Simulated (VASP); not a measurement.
A run of VASP 6.6.1 is set up as follows.

The input INCAR:

```
SYSTEM = KF
PREC = Accurate
ENCUT = 600
EDIFF = 1E-6
ISMEAR = 0
SIGMA = 0.01
LREAL = .False.
LASPH = .True.
NELM = 120
ALGO = Normal
ISIF = 2
LWAVE = .False.
LCHARG = .True.
GGA = PE
LELF = .True.
LVHAR = .True.
NBANDS = 15
GGA_COMPAT = .False.
```

KPOINTS

```
Automatic mesh
0
Gamma
  4 4 4
  0 0 0
```

POSCAR

```
KF
1.0
    0.0000000000      2.6815817200      2.6815817200
    2.6815817200      0.0000000000      2.6815817200
    2.6815817200      2.6815817200      0.0000000000
K F
1 1
Direct
    0.0000000000      0.0000000000      0.0000000000
    0.5000000000      0.5000000000      0.5000000000
```

Potentials or basis: VASP PAW PBE potentials, release 64 (K_sv, F).

Command:

```console
$ cat potpaw_PBE.64/K_sv/POTCAR potpaw_PBE.64/F/POTCAR > POTCAR
$ mpirun -np 1 vasp_std > vasp.out
```

(1) Predict the pressure.

(2) Predict the band gap on the k mesh.

Answers

(1) 1.0 GPa.

(2) 6.11 eV.

Caveat: the k points lie up to 0.51 Å⁻¹ apart.
